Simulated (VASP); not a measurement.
Fe: single point with PBE

The system is Fe.

```
CELL_PARAMETERS angstrom
2.47921 0.00000 0.00000
-1.23961 2.14706 0.00000
0.00000 0.00000 2.38076
ATOMIC_POSITIONS crystal
Fe 0.00000 0.00000 0.00000
```

```
Program             : VASP 6.6.1
Task                : single point
Functional          : PBE
Potentials or basis : VASP PAW PBE potentials, release 64 (Fe)
Cutoff              : 520 eV
k mesh              : 27 × 27 × 24
Occupations         : gaussian, width 0.1 eV
Spin                : collinear spin, ferromagnetic start
Starting moments    : [2.45] μB
```

```yaml
Pressure: -0.3 GPa
Net_moment: 2.47 μB per cell
Site_moments: Fe +2.46 μB
Valence_electrons_inside_the_program's_atomic_spheres: Fe 7.17
```

Stress tensor (GPa, compression positive):
```
-0.07  0.00  0.00
 0.00 -0.07  0.00
 0.00  0.00 -0.62
```

Levels at points of the mesh, in eV from the Fermi level:
Spin up:
```tsv
k point	band 1	band 2	band 3	band 4	band 5	band 6	band 7	band 8	band 9	band 10
(0.00, 0.00, 0.00)	-8.14	-4.01	-2.35	-2.35	-0.74	-0.74	18.04	21.64	23.14	25.16
(0.00, 0.00, 0.50)	-4.41	-2.06	-2.06	-1.81	-1.81	-1.49	4.02	26.17	28.70	28.70
```
Spin down:
```csv
k point,band 1,band 2,band 3,band 4,band 5,band 6,band 7
"(0.00, 0.00, 0.00)",-7.84,-2.52,-0.13,-0.13,2.50,2.50,18.71
"(0.00, 0.00, 0.50)",-3.44,-1.35,0.24,0.24,1.24,1.24,5.53
```

Run time: 120 s on 1 thread of Intel(R) Xeon(R) 6975P-C (Granite Rapids), with other jobs on the host, peak memory 0.34 GiB.
